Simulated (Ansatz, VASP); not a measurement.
# Two plane-wave programs on Pt

```
Pt
1.0
     3.91580    0.00000    0.00000
     0.00000    1.95790   -1.95790
     1.17474    7.83160    7.83160
Pt
8
Direct
  0.71875 0.00000 0.93750
  0.48125 0.50000 0.06250
  0.94375 0.00000 0.18750
  0.40625 0.50000 0.31250
  0.86875 0.00000 0.43750
  0.33125 0.50000 0.56250
  0.79375 0.00000 0.68750
  0.25625 0.50000 0.81250
```

Alike in both runs: task single point; functional PBEsol; k mesh 12 × 17 × 5; occupations gaussian, width 0.15 eV; no spin polarisation.

```csv
,VASP,Ansatz
version,VASP 6.6.1,Ansatz 0.2.0
potentials or method,"VASP PAW PBE potentials, release 64 (Pt), cutoff 520 eV","scalar-relativistic, plane waves, PAW"
valence electrons in the cell,80,144
```

|  | VASP | Ansatz | Ansatz less VASP |
| --- | --- | --- | --- |
| gap on the k mesh at the Fermi level (eV) | none | none | - |
| pressure (GPa) | 25.3 | 26.7 | +1.37 |
| traceless stress, the component that is largest in VASP (GPa) | -14.36 | -14.92 | -0.555 |
| rms of the force components (eV/Å) | 5.356 | 5.608 | +0.2520 |

VASP's potentials were made for PBE, not for PBEsol. Atom by atom the forces differ by 0.252 eV/Å (rms over components). A gap of «none» marks a metal or a gap that the smearing closes. VASP's potentials hold 80 valence electrons a cell and Ansatz's 144, so a difference there can come from the potentials and not from the codes.

Spin-orbit coupling is off throughout.
